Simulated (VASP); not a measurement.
Set up this calculation in VASP 6.6.1, as the native input.

- Task: single point
- Functional: PBE
- Potentials or basis: VASP PAW PBE potentials, release 64 (Mg, O)
- Cutoff: 520 eV
- k mesh: 10 × 10 × 10
- Occupations: fermi-dirac, width 0.02 eV
- Spin: no spin polarisation
- Dipole correction: no
- Further INCAR settings: ALGO = Normal; EDIFF = 1e-07; NBANDS = 11

The structure of MgO lies in POSCAR:

```
MgO
1.0
    2.5126437946      0.0000000000      0.0000000000
    0.0000000000      2.6233491278      0.0000000000
    0.0000000000      0.0000000000      2.6233491278
Mg O
1 1
Direct
    0.0000000000      0.0000000000      0.0000000000
    0.5000000000      0.5000000000      0.5000000000
```

This cell differs from its parent crystal: uniaxial x strain -4.2%.

These files were run (other wordings do the same):

INCAR

```
SYSTEM = MgO
  PREC = Accurate
  ENCUT = 520
  EDIFF = 1E-7
  ISMEAR = -1
  SIGMA = 0.02
  LREAL = .False.
  LASPH = .True.
  NELM = 100
  ALGO = Normal
  ISIF = 2
  LWAVE = .False.
  LCHARG = .False.
  GGA = PE
  NBANDS = 11
```

KPOINTS

```
regular mesh
0
Gamma
  10 10 10
  0 0 0
```

Potentials or basis: VASP PAW PBE potentials, release 64 (Mg, O).

Run with:

```sh
$ cat potpaw_PBE.64/Mg/POTCAR potpaw_PBE.64/O/POTCAR > POTCAR
$ mpirun -np 1 vasp_std > vasp.out
```

Results of the run:

| Quantity | Value |
| --- | --- |
| Pressure | 13.5 GPa |
| Band gap on the k mesh | 2.64 eV, indirect (least direct gap 3.55 eV) |

Caveat: the cell differs from its parent crystal (uniaxial x strain -4.2%).

Run time: 11 s on 1 thread of Intel(R) Xeon(R) Platinum 8375C CPU @ 2.90GHz (Ice Lake), on a shared host, peak memory 0.14 GiB.
